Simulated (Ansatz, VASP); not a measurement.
## TaAs in VASP and in Ansatz

```
Ta As
1.0
     4.32175    0.00000    0.00000
    -2.16088    3.74275    0.00000
     0.00000    0.00000    5.31412
Ta As
2 2
Direct
  0.33333 0.66667 0.75000
  0.66667 0.33333 0.25000
  0.00000 0.00000 0.25000
  0.00000 0.00000 0.75000
```

Alike in both runs: functional PBE; k mesh 6 × 6 × 4; occupations gaussian, width 0.1 eV; no spin polarisation.

Ansatz relaxed the structure, and its values are those at the end. VASP's run is a single point on that final structure, the one shown.

```csv
,VASP,Ansatz
version,VASP 6.6.1,Ansatz 0.2.0
potentials or method,"VASP PAW PBE potentials, release 64 (Ta_pv, As), cutoff 520 eV","scalar-relativistic, plane waves, PAW"
valence electrons in the cell,32,56
```

|  | VASP | Ansatz | Ansatz less VASP |
| --- | --- | --- | --- |
| gap on the k mesh at the Fermi level (eV) | none | none | - |
| pressure (GPa) | 0.6 | 0.3 | -0.29 |

A gap of «none» marks a metal or a gap that the smearing closes. The functional is the same, so the differences come from potentials, cutoffs and numerics. VASP's potentials hold 32 valence electrons a cell and Ansatz's 56, so a difference there can come from the potentials and not from the codes.

Spin-orbit coupling is off throughout.
